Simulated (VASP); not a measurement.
# InGa2N3 (Cmc2_1) in VASP: further runs, part 3 of 3

VASP 6.6.1. The steps go on from the part before.

## 6. Single point, PBE

This run uses another cell than the first one, of 11.52 Å³/atom.

File INCAR:

```
SYSTEM = InGa2N3
  PREC = Accurate
  ENCUT = 520
  EDIFF = 1E-6
  ISMEAR = 0
  SIGMA = 0.02
  LREAL = .FALSE.
  LASPH = .TRUE.
  NELM = 80
  ALGO = Normal
  ISIF = 2
  LWAVE = .FALSE.
  LCHARG = .TRUE.
  GGA = PE
  LELF = .TRUE.
  LVHAR = .TRUE.
  NBANDS = 66
```

File KPOINTS:

```
Automatic mesh
0
G
  6 6 6
  0 0 0
```

File POSCAR:

```
InGa2N3
1.0
    4.8124450280     -2.7748136746      0.0000000000
    4.8124450280      2.7748136746      0.0000000000
    0.0000000000      0.0000000000      5.1746097386
In Ga N
2 4 6
Direct
    0.3241196809      0.6758803191      0.9890176000
    0.6758803191      0.3241196809      0.4890176000
    0.0066887377      0.3344563742      0.9926581661
    0.6655436258      0.9933112623      0.9926581661
    0.9933112623      0.6655436258      0.4926581661
    0.3344563742      0.0066887377      0.4926581661
    0.0278748065      0.3331668264      0.3586316371
    0.6668331736      0.9721251935      0.3586316371
    0.9721251935      0.6668331736      0.8586316371
    0.3331668264      0.0278748065      0.8586316371
    0.3080167030      0.6919832970      0.3964037937
    0.6919832970      0.3080167030      0.8964037937
```

Potentials or basis: VASP PAW PBE potentials, release 64 (In_d, Ga_d, N).

Launch:

```sh
> cat potpaw_PBE.64/In_d/POTCAR potpaw_PBE.64/Ga_d/POTCAR potpaw_PBE.64/N/POTCAR > POTCAR
> mpirun -np 1 vasp_std > vasp.out
```

OUTCAR:

```text
SYSTEM = InGa2N3
   PREC = Accurate
   ENCUT = 520
   EDIFF = 1E-6
   ISMEAR = 0
   LREAL = .FALSE.
   LASPH = .TRUE.
   NELM = 80
   ISIF = 2
   GGA = PE

 ion  position               nearest neighbor table
   1  0.324  0.676  0.989-   9 2.09  10 2.09  12 2.10  11 2.11   3 3.17   4 3.17   4 3.17   3 3.17
                             6 3.18   5 3.18   6 3.21   5 3.21   2 3.24   2 3.24   4 3.28   3 3.28
   2  0.676  0.324  0.489-   7 2.09   8 2.09  11 2.10  12 2.11   6 3.17   5 3.17   6 3.17   5 3.17
                             4 3.18   3 3.18   4 3.21   3 3.21   1 3.24   1 3.24   6 3.28   5 3.28
   3  0.007  0.334  0.993-   9 1.89  10 1.89  12 1.89   7 1.90   1 3.17   1 3.17   2 3.18   2 3.21
                             1 3.28
   4  0.666  0.993  0.993-  10 1.89   9 1.89  12 1.89   8 1.90   1 3.17   1 3.17   2 3.18   2 3.21
                             1 3.28
   5  0.993  0.666  0.493-   7 1.89   8 1.89  11 1.89   9 1.90   2 3.17   2 3.17   1 3.18   1 3.21
                             2 3.28
   6  0.334  0.007  0.493-   8 1.89   7 1.89  11 1.89  10 1.90   2 3.17   2 3.17   1 3.18   1 3.21
                             2 3.28
   7  0.028  0.333  0.359-   5 1.89   6 1.89   3 1.90   2 2.09
   8  0.667  0.972  0.359-   6 1.89   5 1.89   4 1.90   2 2.09
   9  0.972  0.667  0.859-   3 1.89   4 1.89   5 1.90   1 2.09
  10  0.333  0.028  0.859-   4 1.89   3 1.89   6 1.90   1 2.09
  11  0.308  0.692  0.396-   5 1.89   6 1.89   2 2.10   1 2.11
  12  0.692  0.308  0.896-   3 1.89   4 1.89   1 2.10   2 2.11

  LATTYP: Found a base centered orthorhombic cell.
 ALAT       =     5.5496273492
 B/A-ratio  =     1.7343308749
 C/A-ratio  =     0.9324247221

  Lattice vectors:

 A1 = (  -4.8124450280,  -2.7748136746,   0.0000000000)
 A2 = (   4.8124450280,  -2.7748136746,   0.0000000000)
 A3 = (   0.0000000000,   0.0000000000,   5.1746097386)

Analysis of symmetry for initial positions (statically):
=====================================================================
 Subroutine PRICEL returns:
 Original cell was already a primitive cell.

 Routine SETGRP: Setting up the symmetry group for a
 base centered orthorhombic supercell.

 Subroutine GETGRP returns: Found  4 space group operations
 (whereof  2 operations were pure point group operations)
 out of a pool of  8 trial point group operations.

The static configuration has the point symmetry C_1h.
 The point group associated with its full space group is C_2v.

Analysis of symmetry for dynamics (positions and initial velocities):
=====================================================================
 Subroutine PRICEL returns:
 Original cell was already a primitive cell.

 Routine SETGRP: Setting up the symmetry group for a
 base centered orthorhombic supercell.

 Subroutine GETGRP returns: Found  4 space group operations
 (whereof  2 operations were pure point group operations)
 out of a pool of  8 trial point group operations.

The dynamic configuration has the point symmetry C_1h.
 The point group associated with its full space group is C_2v.

 Subroutine INISYM returns: Found  4 space group operations
 (whereof  2 operations are pure point group operations),
 and found     1 'primitive' translations

----------------------------------------------------------------------------------------

                                     Primitive cell

  volume of cell :     138.1997

  direct lattice vectors                    reciprocal lattice vectors
     4.812445028 -2.774813675  0.000000000     0.103897291 -0.180192279  0.000000000
[... 95 lines left out ...]
   NGXF,Y,Z  is equivalent  to a cutoff of  25.14, 25.14, 25.70 a.u.
 SYSTEM =  InGa2N3
   PREC   = accura    normal or accurate (medium, high low for compatibility)
   ISTART =      0    job   : 0-new  1-cont  2-samecut
   ICHARG =      2    charge: 1-file 2-atom 10-const
   ISPIN  =      1    spin polarized calculation?
   LNONCOLLINEAR =      F non collinear calculations
   LSORBIT =      F    spin-orbit coupling
   LASPH  =      T    aspherical Exc in radial PAW
   ENCUT  =  520.0 eV  38.22 Ry    6.18 a.u.  10.33 10.33  9.62*2*pi/ulx,y,z
   NELM   =     80;   NELMIN=  2; NELMDL= -5     # of ELM steps
   EDIFF  = 0.1E-05   stopping-criterion for ELM
   LREAL  =      F    real-space projection
   EDIFFG = 0.1E-04   stopping-criterion for IOM
   NSW    =      0    number of steps for IOM
   IBRION =     -1    ionic relax: 0-MD 1-quasi-New 2-CG
   NFREE  =      0    steps in history (QN), initial steepest desc. (CG)
   ISIF   =      2    stress and relaxation
   ISYM   =      2    0-nonsym 1-usesym 2-fastsym
   POTIM  = 0.5000    time-step for ionic-motion
   TEBEG  =    0.0;   TEEND  =   0.0 temperature during run
   PSTRESS=    0.0 pullay stress
   NELECT =     108.0000    total number of electrons
   NUPDOWN=      -1.0000    fix difference up-down
   EMIN   =  10.00;   EMAX   =-10.00  energy-range for DOS
   EFERMI =   0.00;   METHOD = LEGACY
   ISMEAR =     0;   SIGMA  =   0.02  broadening in eV -4-tet -1-fermi 0-gaus
   EFERMI_NEDOS =   21; number of points for ismear=-14 and -15
   IALGO  =     38    algorithm
   IMIX   =      4    mixing-type and parameters
     AMIX     =   0.40;   BMIX     =  1.00
     AMIX_MAG =   1.60;   BMIX_MAG =  1.00
  volume/ion in A,a.u.               =      11.52        77.72
  Fermi-wavevector in a.u.,A,eV,Ry     =   1.507927  2.849569 30.937528  2.273844
  Thomas-Fermi vector in A             =   2.618449
   LORBIT       =      0    0 simple, 1 ext, 2 COOP (PROOUT), +10 PAW based schemes
   GGA     = PE    functional components
   LHFCALC =     F    Hartree Fock is set to
   AEXX    =    0.0000 exact exchange contribution
   IVDW    =     0    specifies the selected vdW correction
   LEPSILON=     F    determine dielectric tensor
   LRPA    =     F    only Hartree local field effects (RPA)
 non-spin polarized calculation
 Gauss-broadening in eV      SIGMA  =   0.02
  energy-cutoff  :      520.00
  volume of cell :      138.20
 maximum number of plane-waves:      3745
 NGX is ok and might be reduce to    42
   NGX = 21   NGY = 21   NGZ = 19

 number of electron     108.0000003 magnetization

 Free energy of the ion-electron system (eV)
  ---------------------------------------------------
  ext. energy  EPLUGINS =         0.00000000
  ---------------------------------------------------
  free energy    TOTEN  =       -68.62214501 eV

  energy without entropy =      -68.62214501  energy(sigma->0) =      -68.62214501

 E-fermi :   7.1209     XC(G=0): -11.8576

 val. band max:        7.0215215729   @ k =   0.0000   0.0000   0.0000
 cond. band min:       8.5102294130   @ k =   0.0000   0.0000   0.0000
 fundamental gap:      1.4887078402
 Fermi energy:         7.1208669892

 k-point     1 :       0.0000    0.0000    0.0000
  band No.  band energies     occupation
      1      -9.2978      2.00000
      2      -8.5358      2.00000
      3      -8.3476      2.00000
      4      -8.3373      2.00000
      5      -8.3105      2.00000
      6      -8.2810      2.00000
[... 1645 lines left out ...]
     65      15.3579      0.00000
     66      15.7491      0.00000

 [... further k-points ...]

------------------------ aborting loop because EDIFF is reached ----------------------------------------

  FORCE on cell =-STRESS in cart. coord.  units (eV):
  Direction    XX          YY          ZZ          XY          YZ          ZX
  --------------------------------------------------------------------------------------
  -------------------------------------------------------------------------------------
  Total       21.5999808     21.6029956     21.6027913      0.0000000      0.0000000      0.0000000
  in kB      250.4129260    250.4478770    250.4455085      0.0000000      0.0000000      0.0000000
  external PRESSURE =     250.4354372 kB  Pullay stress =       0.0000000 kB

 VOLUME and BASIS-vectors are now :
 -----------------------------------------------------------------------------
  energy-cutoff  :      520.00
  volume of cell :      138.20
      direct lattice vectors                 reciprocal lattice vectors
     4.812445028 -2.774813675  0.000000000     0.103897291 -0.180192279  0.000000000
     4.812445028  2.774813675  0.000000000     0.103897291  0.180192279  0.000000000
     0.000000000  0.000000000  5.174609739     0.000000000  0.000000000  0.193251289

 POSITION                                       TOTAL-FORCE (eV/Angst)
 -----------------------------------------------------------------------------------
      4.81245      0.97607      5.11778         0.000000     -0.001352     -0.008926
      4.81245     -0.97607      2.53048         0.000000      0.001352     -0.008926
      1.64174      0.90949      5.13662         0.002950      0.002143      0.004773
      7.98315      0.90949      5.13662        -0.002950      0.002143      0.004773
      7.98315     -0.90949      2.54931        -0.002950     -0.002143      0.004773
      1.64174     -0.90949      2.54931         0.002950     -0.002143      0.004773
      1.73749      0.84713      1.85578         0.017474     -0.010997     -0.010821
      7.88740      0.84713      1.85578        -0.017474     -0.010997     -0.010821
      7.88740     -0.84713      4.44308        -0.017474      0.010997     -0.010821
      1.73749     -0.84713      4.44308         0.017474      0.010997     -0.010821
      4.81245      1.06544      2.05123         0.000000      0.017038      0.021023
      4.81245     -1.06544      4.63854         0.000000     -0.017038      0.021023
 -----------------------------------------------------------------------------------
    total drift:                                0.000001      0.000000      0.000578

  FREE ENERGIE OF THE ION-ELECTRON SYSTEM (eV)
  ---------------------------------------------------
  free  energy   TOTEN  =       -68.6221450125 eV

  energy  without entropy=      -68.6221450125  energy(sigma->0) =      -68.62214501
```

It took 8.1 min on 1 thread of Intel Xeon Platinum 8375C at 2.90GHz (Ice Lake), shared host; peak memory 0.49 GiB.

What came out:

- Free energy: -68.6221 eV
- Pressure: 25.0 GPa
- Largest force: 0.027 eV/Å
- Band gap on the k mesh: 1.49 eV

Forces in eV/Å, atoms in the order of the input:
```
In   0.000 -0.001 -0.009
In   0.000  0.001 -0.009
Ga   0.003  0.002  0.005
Ga  -0.003  0.002  0.005
Ga  -0.003 -0.002  0.005
Ga   0.003 -0.002  0.005
N    0.017 -0.011 -0.011
N   -0.017 -0.011 -0.011
N   -0.017  0.011 -0.011
N    0.017  0.011 -0.011
N    0.000  0.017  0.021
N    0.000 -0.017  0.021
```

Caveat: the cell stands under pressure; spin-orbit coupling is left out, which moves the levels of the heavy elements.

## 7. Overview

| cell | cutoff (eV) | gap on the mesh (eV) | pressure (GPa) | largest force (eV/Å) |
| --- | --- | --- | --- | --- |
| a = 5.553, b = 5.553, c = 5.528 Å, angles 90.0, 90.0, 60.0°, 12 atoms, atomic positions A | 600 | 0.93 | 10.7 | 0.41 |
| a = 5.668, b = 5.668, c = 5.285 Å, angles 90.0, 90.0, 59.9°, 12 atoms, atomic positions B | 520 | 1.19 | 11.0 | 0.02 |
| a = 5.669, b = 5.669, c = 5.459 Å, angles 90.0, 90.0, 60.0°, 12 atoms, atomic positions A | 600 | 0.91 | 4.9 | 0.02 |
| a = 5.669, b = 5.669, c = 5.463 Å, angles 90.0, 90.0, 60.0°, 12 atoms, atomic positions B | 600 | 0.95 | 5.0 | 0.34 |
| a = 5.555, b = 5.555, c = 5.175 Å, angles 90.0, 90.0, 59.9°, 12 atoms, atomic positions B | 520 | 1.49 | 25.0 | 0.03 |

Alike in all rows: task single point; level PBE; potentials or basis VASP PAW PBE potentials, release 64 (In_d, Ga_d, N); no spin polarisation; k mesh 6 × 6 × 6; smearing gaussian 0.02 eV.

Caveats: the cell stands under pressure; spin-orbit coupling is left out, which moves the levels of the heavy elements.

Absolute energies hang on the potentials; compare differences alone.
